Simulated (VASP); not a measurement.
# NiO (P-6m2) in VASP: a series of runs

NiO is run at these levels: PBE; tasks: single point.

Program: VASP 6.6.1. These are calculated values, not measurements. Logs are shortened: lines on timing, memory, paths and dates and some standing lists are left out, and cuts for length are marked.

### Step 1. The cell of the first run

It takes space group P-6m2 (No. 187, hexagonal). The conventional cell has a = 2.783 Å, b = 2.783 Å, c = 2.716 Å, α = 90.00°, β = 90.00°, γ = 120.00°. Within 2.8 Å of Ni (site symmetry -6m2) lie 6 O at 2.10 Å and 8 Ni at 2.72 to 2.78 Å. O (site symmetry -6m2) has 6 Ni at 2.10 Å and 8 O at 2.72 to 2.78 Å within 2.8 Å.

### Step 2. Single point, PBE, collinear spin, ferromagnetic start

The input, INCAR:

```
PREC = Accurate ; ENCUT = 520
EDIFF = 1E-7 ; ISMEAR = -1
SIGMA = 0.05 ; LREAL = False
LASPH = True ; NELM = 150
ALGO = Normal ; ISIF = 2
LWAVE = False ; LCHARG = False
ISPIN = 2 ; MAGMOM = 2.5 0
LORBIT = 11 ; LMAXMIX = 4
GGA = PE ; NBANDS = 19
```

The input, KPOINTS:

```
Automatic mesh
0
Gamma
  11 11 10
```

The input, POSCAR:

```
NiO
1.0
    2.7830607900      0.0000000000      0.0000000000
   -1.3915303900      2.4102013400      0.0000000000
    0.0000000000      0.0000000000      2.7161294400
Ni O
1 1
Direct
    0.0000000000      0.0000000000      0.0000000000
    0.6666666667      0.3333333333      0.5000000000
```

Potentials or basis: VASP PAW PBE potentials, release 64 (Ni, O).

Run with:

```bash
$ cat potpaw_PBE.64/Ni/POTCAR potpaw_PBE.64/O/POTCAR > POTCAR
$ mpirun -np 1 vasp_std > vasp.out
```

OUTCAR:

```text
PREC = Accurate
   ENCUT = 520
   EDIFF = 1E-7
   ISMEAR = -1
   LREAL = False
   LASPH = True
   NELM = 150
   ISIF = 2
   ISPIN = 2
   LORBIT = 11
   GGA = PE

 ion  position               nearest neighbor table
   1  0.000  0.000  0.000-   2 2.10   2 2.10   2 2.10   2 2.10   2 2.10   2 2.10
   2  0.667  0.333  0.500-   1 2.10   1 2.10   1 2.10   1 2.10   1 2.10   1 2.10

  LATTYP: Found a hexagonal cell.
 ALAT       =     2.7830607900
 C/A-ratio  =     0.9759504535

  Lattice vectors:

 A1 = (   2.7830607900,   0.0000000000,   0.0000000000)
 A2 = (  -1.3915303900,   2.4102013400,   0.0000000000)
 A3 = (   0.0000000000,   0.0000000000,   2.7161294400)

Analysis of symmetry for initial positions (statically):
=====================================================================
 Subroutine PRICEL returns:
 Original cell was already a primitive cell.

 Routine SETGRP: Setting up the symmetry group for a
 hexagonal supercell.

 Subroutine GETGRP returns: Found 12 space group operations
 (whereof 12 operations were pure point group operations)
 out of a pool of 24 trial point group operations.

The static configuration has the point symmetry D_3h.

Analysis of symmetry for dynamics (positions and initial velocities):
=====================================================================
 Subroutine PRICEL returns:
 Original cell was already a primitive cell.

 Routine SETGRP: Setting up the symmetry group for a
 hexagonal supercell.

 Subroutine GETGRP returns: Found 12 space group operations
 (whereof 12 operations were pure point group operations)
 out of a pool of 24 trial point group operations.

The dynamic configuration has the point symmetry D_3h.

Analysis of structural, dynamic, and magnetic symmetry:
=====================================================================
 Subroutine PRICEL returns:
 Original cell was already a primitive cell.

 Routine SETGRP: Setting up the symmetry group for a
 hexagonal supercell.

 Subroutine GETGRP returns: Found 12 space group operations
 (whereof 12 operations were pure point group operations)
 out of a pool of 24 trial point group operations.

The overall configuration has the point symmetry D_3h.

 Subroutine INISYM returns: Found 12 space group operations
 (whereof 12 operations are pure point group operations),
 and found     1 'primitive' translations

----------------------------------------------------------------------------------------

                                     Primitive cell

  volume of cell :      18.2191

  direct lattice vectors                    reciprocal lattice vectors
     2.783060790  0.000000000  0.000000000     0.359316621  0.207451548  0.000000000
    -1.391530390  2.410201340  0.000000000     0.000000000  0.414903097  0.000000000
     0.000000000  0.000000000  2.716129440     0.000000000  0.000000000  0.368170966

  length of vectors
     2.783060790  2.783060784  2.716129440     0.414903096  0.414903097  0.368170966

  position of ions in fractional coordinates (direct lattice)
     0.000000000  0.000000000  0.000000000
     0.666666667  0.333333333  0.500000000

  ion indices of the primitive-cell ions
   primitive index   ion index
                 1           1
                 2           2

----------------------------------------------------------------------------------------

 KPOINTS: Automatic mesh

Automatic generation of k-mesh.
 Grid dimensions read from file:
 generate k-points for:   11   11   10

 Generating k-lattice:

  Cartesian coordinates                     Fractional coordinates (reciprocal lattice)
     0.032665147  0.018859232  0.000000000     0.090909091 -0.000000000  0.000000000
     0.000000000  0.037718463  0.000000000     0.000000000  0.090909091  0.000000000
     0.000000000  0.000000000  0.036817097     0.000000000  0.000000000  0.100000000

  Length of vectors
     0.037718463  0.037718463  0.036817097

  Shift w.r.t. Gamma in fractional coordinates (k-lattice)
     0.000000000  0.000000000  0.000000000

 Subroutine IBZKPT returns following result:
 ===========================================

 Found     96 irreducible k-points:

 Following reciprocal coordinates:
            Coordinates               Weight
  0.000000  0.000000  0.000000      1.000000
  0.090909 -0.000000  0.000000      6.000000
  0.181818 -0.000000  0.000000      6.000000
  0.272727  0.000000  0.000000      6.000000
  0.363636 -0.000000  0.000000      6.000000
  0.454545  0.000000  0.000000      6.000000
[... 16 lines left out ...]
  0.090909  0.090909  0.100000     12.000000
  0.181818  0.090909  0.100000     24.000000
 [... further k-points ...]
   k-points           NKPTS =     96   k-points in BZ     NKDIM =     96   number of bands    NBANDS=     19
   number of dos      NEDOS =    301   number of ions     NIONS =      2
   total plane-waves  NPLWV =  11520
   dimension x,y,z NGX =    24 NGY =   24 NGZ =   20
   dimension x,y,z NGXF=    48 NGYF=   48 NGZF=   40
   ions per type =               1   1
   NGX,Y,Z   is equivalent  to a cutoff of  14.34, 14.34, 12.24 a.u.
   NGXF,Y,Z  is equivalent  to a cutoff of  28.67, 28.67, 24.48 a.u.
 SYSTEM =  unknown system
   PREC   = accura    normal or accurate (medium, high low for compatibility)
   ISTART =      0    job   : 0-new  1-cont  2-samecut
   ICHARG =      2    charge: 1-file 2-atom 10-const
   ISPIN  =      2    spin polarized calculation?
   LNONCOLLINEAR =      F non collinear calculations
   LSORBIT =      F    spin-orbit coupling
   LASPH  =      T    aspherical Exc in radial PAW
   ENCUT  =  520.0 eV  38.22 Ry    6.18 a.u.   5.17  5.17  5.05*2*pi/ulx,y,z
   NELM   =    150;   NELMIN=  2; NELMDL= -5     # of ELM steps
   EDIFF  = 0.1E-06   stopping-criterion for ELM
   LREAL  =      F    real-space projection
   EDIFFG = 0.1E-05   stopping-criterion for IOM
   NSW    =      0    number of steps for IOM
   IBRION =     -1    ionic relax: 0-MD 1-quasi-New 2-CG
   NFREE  =      0    steps in history (QN), initial steepest desc. (CG)
   ISIF   =      2    stress and relaxation
   ISYM   =      2    0-nonsym 1-usesym 2-fastsym
   POTIM  = 0.5000    time-step for ionic-motion
   TEBEG  =    0.0;   TEEND  =   0.0 temperature during run
   PSTRESS=    0.0 pullay stress
   NELECT =      16.0000    total number of electrons
   NUPDOWN=      -1.0000    fix difference up-down
   EMIN   =  10.00;   EMAX   =-10.00  energy-range for DOS
   EFERMI =   0.00;   METHOD = LEGACY
   ISMEAR =    -1;   SIGMA  =   0.05  broadening in eV -4-tet -1-fermi 0-gaus
   EFERMI_NEDOS =   21; number of points for ismear=-14 and -15
   IALGO  =     38    algorithm
   IMIX   =      4    mixing-type and parameters
     AMIX     =   0.40;   BMIX     =  1.00
     AMIX_MAG =   1.60;   BMIX_MAG =  1.00
  volume/ion in A,a.u.               =       9.11        61.47
  Fermi-wavevector in a.u.,A,eV,Ry     =   1.567735  2.962590 33.440306  2.457793
  Thomas-Fermi vector in A             =   2.669871
   LORBIT       =     11    0 simple, 1 ext, 2 COOP (PROOUT), +10 PAW based schemes
   GGA     = PE    functional components
   LHFCALC =     F    Hartree Fock is set to
   AEXX    =    0.0000 exact exchange contribution
   IVDW    =     0    specifies the selected vdW correction
   LEPSILON=     F    determine dielectric tensor
   LRPA    =     F    only Hartree local field effects (RPA)
 spin polarized calculation
  energy-cutoff  :      520.00
  volume of cell :       18.22
 maximum number of plane-waves:       498
 NGX is ok and might be reduce to    24
   NGX = 11   NGY = 11   NGZ = 11

 number of electron      16.0000004 magnetization       1.8401872

 Free energy of the ion-electron system (eV)
  ---------------------------------------------------
  ext. energy  EPLUGINS =         0.00000000
  ---------------------------------------------------
  free energy    TOTEN  =       -11.03760686 eV

  energy without entropy =      -11.02236401  energy(sigma->0) =      -11.02998543

 E-fermi :   7.6430     XC(G=0): -12.7065

 val. band max:        7.6315420608   @ k =   0.2727   0.1818   0.1000
 cond. band min:       7.6621498918   @ k =   0.2727   0.2727   0.0000
 fundamental gap:      0.0306078310
 Fermi energy:         7.6430459680

 spin component 1

 k-point     1 :       0.0000    0.0000    0.0000
  band No.  band energies     occupation
      1     -12.6842      1.00000
      2       3.3070      1.00000
      3       3.3070      1.00000
      4       4.0905      1.00000
      5       4.2130      1.00000
      6       5.3330      1.00000
[... 11 lines left out ...]
     18      39.5607      0.00000
     19      39.5607      0.00000

 k-point     2 :       0.0909   -0.0000    0.0000
  band No.  band energies     occupation
      1     -12.5938      1.00000
      2       2.9703      1.00000
      3       3.3533      1.00000
      4       3.9457      1.00000
      5       4.1612      1.00000
      6       5.3220      1.00000
[... 476 lines left out ...]
 k-point    24 :       0.1818    0.0909    0.1000
  band No.  band energies     occupation
      1     -12.0460      1.00000
      2       1.6541      1.00000
      3       2.8645      1.00000
      4       3.4524      1.00000
      5       4.5588      1.00000
      6       5.2422      1.00000
[... 11 lines left out ...]
     18      38.4465      0.00000
     19      40.3375      0.00000

 [... further k-points ...]

 spin component 2

 k-point     1 :       0.0000    0.0000    0.0000
  band No.  band energies     occupation
      1     -12.0590      1.00000
      2       4.1851      1.00000
      3       4.1851      1.00000
      4       4.7713      1.00000
      5       4.8752      1.00000
      6       7.4172      0.98919
[... 11 lines left out ...]
     18      39.7648      0.00000
     19      39.7648      0.00000

 k-point     2 :       0.0909   -0.0000    0.0000
  band No.  band energies     occupation
      1     -11.9641      1.00000
      2       3.7781      1.00000
      3       4.2245      1.00000
      4       4.7503      1.00000
      5       4.8512      1.00000
      6       7.4040      0.99168
[... 476 lines left out ...]
 k-point    24 :       0.1818    0.0909    0.1000
  band No.  band energies     occupation
      1     -11.3861      1.00000
      2       2.2952      1.00000
      3       3.7254      1.00000
      4       4.2761      1.00000
      5       5.4383      1.00000
      6       7.0854      0.99999
[... 11 lines left out ...]
     18      38.6872      0.00000
     19      40.6555      0.00000

 [... further k-points ...]
[... 5 lines left out ...]
  --------------------------------------------------------------------------------------
  -------------------------------------------------------------------------------------
  Total        0.6927757      0.6927757      0.2722693      0.0000000      0.0000000     -0.0000000
  in kB       60.9223681     60.9223679     23.9432323      0.0000001      0.0000000     -0.0000000
  external PRESSURE =      48.5959894 kB  Pullay stress =       0.0000000 kB

 VOLUME and BASIS-vectors are now :
 -----------------------------------------------------------------------------
  energy-cutoff  :      520.00
  volume of cell :       18.22
      direct lattice vectors                 reciprocal lattice vectors
     2.783060790  0.000000000  0.000000000     0.359316621  0.207451548  0.000000000
    -1.391530390  2.410201340  0.000000000     0.000000000  0.414903097  0.000000000
     0.000000000  0.000000000  2.716129440     0.000000000  0.000000000  0.368170966

 POSITION                                       TOTAL-FORCE (eV/Angst)
 -----------------------------------------------------------------------------------
      0.00000      0.00000      0.00000         0.000000     -0.000000      0.000000
      1.39153      0.80340      1.35806        -0.000000      0.000000      0.000000
 -----------------------------------------------------------------------------------
    total drift:                               -0.000000      0.000000      0.000000

  FREE ENERGIE OF THE ION-ELECTRON SYSTEM (eV)
  ---------------------------------------------------
  free  energy   TOTEN  =       -11.0376068587 eV

  energy  without entropy=      -11.0223640083  energy(sigma->0) =      -11.02998543

 total charge

# of ion       s       p       d       tot
------------------------------------------
    1        0.334   0.418   8.257   9.008
    2        1.572   3.373   0.000   4.945
--------------------------------------------------
tot          1.906   3.791   8.257  13.953

 magnetization (x)

# of ion       s       p       d       tot
------------------------------------------
    1        0.000   0.007   1.385   1.392
    2        0.020   0.382   0.000   0.402
--------------------------------------------------
tot          0.020   0.389   1.385   1.794
```

It took 36 s on 1 thread of Intel Xeon Platinum 8559C (Emerald Rapids), shared host; peak memory 0.17 GiB.

What came out:

- Free energy: -11.0376 eV
- Pressure: 4.9 GPa
- Net moment: 1.84 μB per cell
- Site moments: Ni +1.39; O +0.40 μB
- Valence electrons inside the program's atomic spheres: Ni 9.01; O 4.95

Stress tensor (GPa, compression positive):
```
6.09 0.00 0.00
0.00 6.09 0.00
0.00 0.00 2.39
```

Caveat: a cell with one magnetic atom can't hold antiferromagnetic order, which such compounds often take; semilocal functionals often make such compounds metallic where correlation or magnetic order opens a gap, which also shifts bond lengths.

[end of part 1 of 2]
